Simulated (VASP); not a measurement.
GaSb:

```
Sb Ga
1.0
     0.00000    3.05900    3.05900
     3.05900    0.00000    3.05900
     3.05900    3.05900    0.00000
Sb Ga
1 1
Direct
  0.75000 0.75000 0.75000
  0.00000 0.00000 0.00000
```

```yaml
Program: VASP 6.6.1
Task: relaxation of cell and atoms
Functional: PBEsol
Dispersion: D4
Potentials_or_basis: VASP PAW PBE potentials, release 64 (Sb, Ga_d)
Cutoff: 600 eV
k_mesh: 8 × 8 × 8
Occupations: fermi-dirac, width 0.05 eV
Spin: no spin polarisation
```

At the start: pressure -1.4 GPa; volume 28.62 Å³/atom.

**Question.** Where does the relaxation end?

**Answer.** Over 3 steps the energy falls by 3.3 meV/atom and the volume is 27.87 Å³/atom (-2.6 %); space group F-43m (No. 216, to 0.05 Å).

The path:
| step | energy change (eV) | largest force (eV/Å) | pressure (GPa) | volume (Å³) |
| --- | --- | --- | --- | --- |
| 1 | 0.0000 | 0.0000 | -1.37 | 57.25 |
| 2 | -0.0059 | 0.0000 | 0.46 | 55.25 |
| 3 | -0.0066 | 0.0000 | 0.01 | 55.73 |

Final structure:
```
Sb Ga
1.0
     0.00000    3.03174    3.03174
     3.03174    0.00000    3.03174
     3.03174    3.03174    0.00000
Sb Ga
1 1
Direct
  0.75000 0.75000 0.75000
  0.00000 0.00000 0.00000
```

Caveat: the PAW data sets were made with another functional, which shifts forces and pressure a little.
